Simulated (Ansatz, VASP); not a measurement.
## Al3O in VASP and in Ansatz

INCAR

```
SYSTEM = Al3O
PREC = Accurate ; ENCUT = 520
EDIFF = 1E-7 ; ISMEAR = 0
SIGMA = 0.1 ; LREAL = .False.
LASPH = .True. ; NELM = 100
ALGO = Normal ; ISIF = 2
LWAVE = .False. ; LCHARG = .True.
LDIPOL = .True. ; IDIPOL = 3
DIPOL = 0.5 0.5 0.354 ; LELF = .True.
LVHAR = .True. ; LVACPOTAV = .True.
NBANDS = 16
```

KPOINTS

```
regular mesh
0
Gamma
  9 9 1
  0 0 0
```

POSCAR

```
Al3O
1.0
    2.8168432364      0.0000000000      0.0000000000
    0.0000000000      2.8168432364      0.0000000000
    0.0000000000      0.0000000000     21.1042970937
Al O
3 1
Direct
    0.5000000000      0.5000000000      0.1895348602
    0.0000000000      0.0000000000      0.2867549192
    0.5000000000      0.5000000000      0.3840117042
    0.5000000000      0.5000000000      0.5560145899
```

Input for Ansatz:

```yaml
crystal:
  lattice:
    - [2.8168432364, 0.0, 0.0]
    - [0.0, 2.8168432364, 0.0]
    - [0.0, 0.0, 21.1042970937]
  atoms:
    - { symbol: Al, position: [0.5, 0.5, 0.1895348602] }
    - { symbol: Al, position: [0.0, 0.0, 0.2867549192] }
    - { symbol: Al, position: [0.5, 0.5, 0.3840117042] }
    - { symbol: O, position: [0.5, 0.5, 0.5560145899] }
basis:
  ecutwfc: 420
kpoints:
  mp_grid: { grid: [9, 9, 1] }
hamiltonian:
  xc: lda
scf:
  occupations: { method: gaussian, width: 0.1 }
output:
  forces: true
  eigenvalues: true
efield:
  axis: 3
  dipole_correction: true
  ramp_width: 0.04
```

Alike in both runs: task single point; functional LDA; k mesh 9 × 9 × 1; occupations gaussian, width 0.1 eV; no spin polarisation.

```csv
,VASP,Ansatz
version,VASP 6.6.1,Ansatz 0.2.0
potentials or method,"VASP PAW LDA potentials, release 64 (Al, O), cutoff 520 eV","scalar-relativistic, plane waves, PAW"
valence electrons in the cell,15,15
```

Ansatz gave:

* gap on the k mesh at the Fermi level (eV): none
* rms of the force components (eV/Å): 0.255
* work function, face that differs most (eV): 4.50

Task: Estimate VASP's values.

Result: gap on the k mesh at the Fermi level (eV): none; rms of the force components (eV/Å): 0.255; work function, face that differs most (eV): 4.51.

LDA's correlation is that of Perdew and Zunger in VASP and of Perdew and Wang (1992) in Ansatz. Atom by atom the forces differ by 0.000 eV/Å (rms over components). A gap of «none» marks a metal or a gap that the smearing closes.
